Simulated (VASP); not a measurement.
# As (P-1) in VASP: electric field gradients with PBE

Aim: the electric field gradients of As with PBE.

All numbers are computed with VASP 6.6.1; they aren't measurements. Logs are shortened: lines on timing, memory, paths and dates and some standing lists are left out, and cuts for length are marked.

**1. The cell of the first run**

The typed cell holds 2 atoms: a = 4.167 Å, b = 4.083 Å, c = 4.070 Å, α = 54.41°, β = 54.82°, γ = 54.21°.

**2. Electric field gradients, PBE (equal xy, yz and zx shear strains of +2 %)**

Input file INCAR:

```
PREC = Accurate ; ENCUT = 520
EDIFF = 1E-8 ; ISMEAR = -1
SIGMA = 0.03 ; LREAL = False
LASPH = True ; NELM = 80
ALGO = Normal ; ISIF = 2
LWAVE = False ; LCHARG = False
GGA = PE ; LEFG = True
NBANDS = 12
```

Input file KPOINTS:

```
regular mesh
0
Gamma
  11 11 11
```

Input file POSCAR:

```
As
1.0
    1.9254598960      1.1389290499      3.5154202331
   -1.8340390190      1.1013340607      3.4778252440
    0.0131522229     -2.1356900106      3.4640645229
As
2
Direct
    0.2275400000      0.2275400000      0.2275400000
    0.7724600000      0.7724600000      0.7724600000
```

Potentials or basis: VASP PAW PBE potentials, release 64 (As).

The run is started by

```
> cat potpaw_PBE.64/As/POTCAR > POTCAR
> mpirun -np 1 vasp_std > vasp.out
```

OUTCAR:

```text
PREC = Accurate
   ENCUT = 520
   EDIFF = 1E-8
   ISMEAR = -1
   LREAL = False
   LASPH = True
   NELM = 80
   ISIF = 2
   GGA = PE

 ion  position               nearest neighbor table
   1  0.228  0.228  0.228-   2 2.50   2 2.51   2 2.54
   2  0.772  0.772  0.772-   1 2.50   1 2.51   1 2.54

  LATTYP: Found a triclinic cell.
 ALAT       =     4.0695316464
 B/A-ratio  =     1.3570573129
 C/A-ratio  =     0.9158335235
 COS(alpha) =     0.0032846116
 COS(beta)  =     0.4542636007
 COS(gamma) =     0.7324663558

  Lattice vectors:

 A1 = (   0.0131522229,  -2.1356900106,   3.4640645229)
 A2 = (  -3.7463466921,  -2.1732849998,   3.4264695338)
 A3 = (   1.8471912419,  -3.2370240713,  -0.0137607211)

Analysis of symmetry for initial positions (statically):
=====================================================================
 Subroutine PRICEL returns:
 Original cell was already a primitive cell.

 Routine SETGRP: Setting up the symmetry group for a
 triclinic supercell.

 Subroutine GETGRP returns: Found  2 space group operations
 (whereof  2 operations were pure point group operations)
 out of a pool of  2 trial point group operations.

The static configuration has the point symmetry S_2 .

Analysis of symmetry for dynamics (positions and initial velocities):
=====================================================================
 Subroutine PRICEL returns:
 Original cell was already a primitive cell.

 Routine SETGRP: Setting up the symmetry group for a
 triclinic supercell.

 Subroutine GETGRP returns: Found  2 space group operations
 (whereof  2 operations were pure point group operations)
 out of a pool of  2 trial point group operations.

The dynamic configuration has the point symmetry S_2 .

 Subroutine INISYM returns: Found  2 space group operations
 (whereof  2 operations are pure point group operations),
 and found     1 'primitive' translations

----------------------------------------------------------------------------------------

                                     Primitive cell

  volume of cell :      42.6540

  direct lattice vectors                    reciprocal lattice vectors
     1.925459896  1.138929050  3.515420233     0.263577782  0.150020383  0.091490905
    -1.834039019  1.101334061  3.477825244    -0.268513372  0.155288612  0.096759134
[... 136 lines left out ...]
 fundamental gap:      0.0590023175
 Fermi energy:         5.6343556181

 k-point     1 :       0.0000    0.0000    0.0000
  band No.  band energies     occupation
      1      -9.5290      2.00000
      2      -0.1952      2.00000
      3       3.0212      2.00000
      4       3.3455      2.00000
      5       3.7580      2.00000
      6       7.3093      0.00000
      7       8.3813      0.00000
      8       8.6755      0.00000
      9      12.2353      0.00000
     10      12.4694      0.00000
     11      12.8099      0.00000
     12      14.0936      0.00000
[... 331 lines left out ...]
 k-point    24 :      -0.4545    0.1818   -0.0000
  band No.  band energies     occupation
      1      -6.6046      2.00000
      2      -5.4416      2.00000
      3       0.8997      2.00000
      4       2.3954      2.00000
      5       3.4954      2.00000
      6       7.2523      0.00000
      7       7.6130      0.00000
      8       9.1744      0.00000
      9      13.1238      0.00000
     10      14.2660      0.00000
     11      15.8434      0.00000
     12      16.9489      0.00000

 [... further k-points ...]

------------------------ aborting loop because EDIFF is reached ----------------------------------------

  FORCE on cell =-STRESS in cart. coord.  units (eV):
  Direction    XX          YY          ZZ          XY          YZ          ZX
  --------------------------------------------------------------------------------------
  -------------------------------------------------------------------------------------
  Total        1.3418568      0.9485233      0.8385503     -0.1019492     -0.4170713     -0.2238450
  in kB       50.4030615     35.6285967     31.4977742     -3.8294331    -15.6661048     -8.4081053
  external PRESSURE =      39.1764775 kB  Pullay stress =       0.0000000 kB

 VOLUME and BASIS-vectors are now :
 -----------------------------------------------------------------------------
  energy-cutoff  :      520.00
  volume of cell :       42.65
      direct lattice vectors                 reciprocal lattice vectors
     1.925459896  1.138929050  3.515420233     0.263577782  0.150020383  0.091490905
    -1.834039019  1.101334061  3.477825244    -0.268513372  0.155288612  0.096759134
     0.013152223 -2.135690011  3.464064523     0.002094625 -0.308149960  0.098687440

 POSITION                                       TOTAL-FORCE (eV/Angst)
 -----------------------------------------------------------------------------------
      0.02379      0.02379      2.37946        -0.095940     -0.143357      0.278686
      0.08078      0.08078      8.07785         0.095940      0.143357     -0.278686
 -----------------------------------------------------------------------------------
    total drift:                               -0.000000      0.000000     -0.000000

  FREE ENERGIE OF THE ION-ELECTRON SYSTEM (eV)
  ---------------------------------------------------
  free  energy   TOTEN  =        -9.3127649145 eV

  energy  without entropy=       -9.3124214103  energy(sigma->0) =       -9.31259316

 Electric field gradients (V/A^2)
---------------------------------------------------------------------
 ion       V_xx      V_yy      V_zz      V_xy      V_xz      V_yz
---------------------------------------------------------------------
   1      20.194    27.157   -47.351     2.716     4.849     9.136
   2      20.194    27.157   -47.351     2.716     4.849     9.136
---------------------------------------------------------------------

 Electric field gradients after diagonalization (V/A^2)
 (convention: |V_zz| > |V_xx| > |V_yy|)
----------------------------------------------------------------------
 ion       V_xx      V_yy      V_zz     asymmetry (V_yy - V_xx)/ V_zz
----------------------------------------------------------------------
   1      29.455    19.293   -48.748       0.208
   2      29.455    19.293   -48.748       0.208
----------------------------------------------------------------------

           NMR quadrupolar parameters

 Cq : quadrupolar parameter    Cq=e*Q*V_zz/h
 eta: asymmetry parameters     (V_yy - V_xx)/ V_zz
 Q  : nuclear electric quadrupole moment in mb (millibarn)
----------------------------------------------------------------------
 ion       Cq(MHz)       eta       Q (mb)
----------------------------------------------------------------------
   1      -0.118       0.208       1.000
   2      -0.118       0.208       1.000
----------------------------------------------------------------------
```

stdout:

```text
POSCAR found type information on POSCAR As
 POSCAR found :  1 types and       2 ions
 scaLAPACK will be used
 LDA part: xc-table for (Slater+PW92), standard interpolation
 POSCAR, INCAR and KPOINTS ok, starting setup
 FFT: planning ... GRIDC
 FFT: planning ... GRID_SOFT
 FFT: planning ... GRID
 WAVECAR not read
 entering main loop
ion   1
     0.0000490    -0.0478392    -0.1743953     0.6508905    -0.0828827     0.0761055
     0.0000675    -0.0478392    -0.1743953     0.6508905    -0.0828827     0.0761055
     0.0000929    -0.0478392    -0.1743953     0.6508905    -0.0828827     0.0761055
     0.0001280    -0.0478392    -0.1743953     0.6508905    -0.0828827     0.0761055

     0.0000490    -2.4919736    -8.4544544    37.4998474    -4.4669727     3.2480482
     0.0000675    -2.4919137    -8.4542812    37.4990543    -4.4668780     3.2479855
     0.0000929    -2.4918163    -8.4540003    37.4977691    -4.4667245     3.2478837
     0.0001280    -2.4916585    -8.4535472    37.4956969    -4.4664768     3.2477196

ion   2
     0.0000490    -0.0478392    -0.1743953     0.6508905    -0.0828827     0.0761055
     0.0000675    -0.0478392    -0.1743953     0.6508905    -0.0828827     0.0761055
     0.0000929    -0.0478392    -0.1743953     0.6508905    -0.0828827     0.0761055
     0.0001280    -0.0478392    -0.1743953     0.6508905    -0.0828827     0.0761055

     0.0000490    -2.4919736    -8.4544544    37.4998474    -4.4669727     3.2480482
     0.0000675    -2.4919137    -8.4542812    37.4990543    -4.4668780     3.2479855
     0.0000929    -2.4918163    -8.4540003    37.4977691    -4.4667245     3.2478837
     0.0001280    -2.4916585    -8.4535472    37.4956969    -4.4664768     3.2477196
```

Run time: 3.1 min. Hardware: 1 thread of AMD EPYC 9R14 (Zen 4), shared host; peak memory 0.37 GiB.

What came out:

| Item | Value |
| --- | --- |
| Free energy | -9.3128 eV |
| Pressure | 3.9 GPa |
| Largest force | 0.328 eV/Å |
| Band gap on the k mesh | zero (bands 5 and 6 overlap by 0.59 eV) |
| Largest electric field gradient by atom | As -48.7 V/Å² |

Forces on the atoms (eV/Å):
```
As  -0.096 -0.143  0.279
As   0.096  0.143 -0.279
```

Electric field gradients, principal values (V/Å²):
```csv
atom,least,middle,greatest (by size)
1 As,19.293,29.455,-48.748
2 As,19.293,29.455,-48.748
```

Caveat: the cell differs from its parent crystal (equal xy, yz and zx shear strains of +2 %); the cell stands under pressure; without QUAD_EFG the Cq values of the log hold for a quadrupole moment of 1 mb, not for the nuclei.

The gap in the log of VASP goes by the Fermi energy; the results here count the filled bands.